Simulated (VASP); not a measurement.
A run of VASP 6.6.1 is set up as follows.

File INCAR:

```
SYSTEM = HfN
PREC = Accurate ; ENCUT = 520
EDIFF = 1E-6 ; ISMEAR = 0
SIGMA = 0.15 ; LREAL = .False.
LASPH = .True. ; NELM = 80
ALGO = Normal ; ISIF = 2
LWAVE = .False. ; LCHARG = .True.
GGA = PE ; LELF = .True.
LVHAR = .True. ; NBANDS = 14
```

Contents of KPOINTS:

```
regular mesh
0
Gamma
  18 18 18
  0 0 0
```

POSCAR

```
HfN
1.0
    0.0000000000      2.4397200000      2.2590000000
    2.4397200000      0.0000000000      2.2590000000
    2.4397200000      2.4397200000      0.0000000000
Hf N
1 1
Direct
    0.0000000000      0.0000000000      0.0000000000
    0.5000000000      0.5000000000      0.5000000000
```

Potentials or basis: VASP PAW PBE potentials, release 64 (Hf_pv, N).

The run is started by

```sh
$ cat potpaw_PBE.64/Hf_pv/POTCAR potpaw_PBE.64/N/POTCAR > POTCAR
$ mpirun -np 1 vasp_std > vasp.out
```

(1) What does it give for the pressure?

(2) Estimate the band gap on the k mesh.

Results:

(1) -25.6 GPa.

(2) zero (an odd number of electrons rules out a gap without spin polarisation).

Caveat: the cell differs from its parent crystal (strain +0.080 along x and y, +0.000 along z); the stress differs along the axes, from -32 to -13 GPa; spin-orbit coupling is left out, which moves the levels of the heavy elements; an odd number of electrons without spin polarisation forces a metal; a magnetic or distorted state may lie lower.
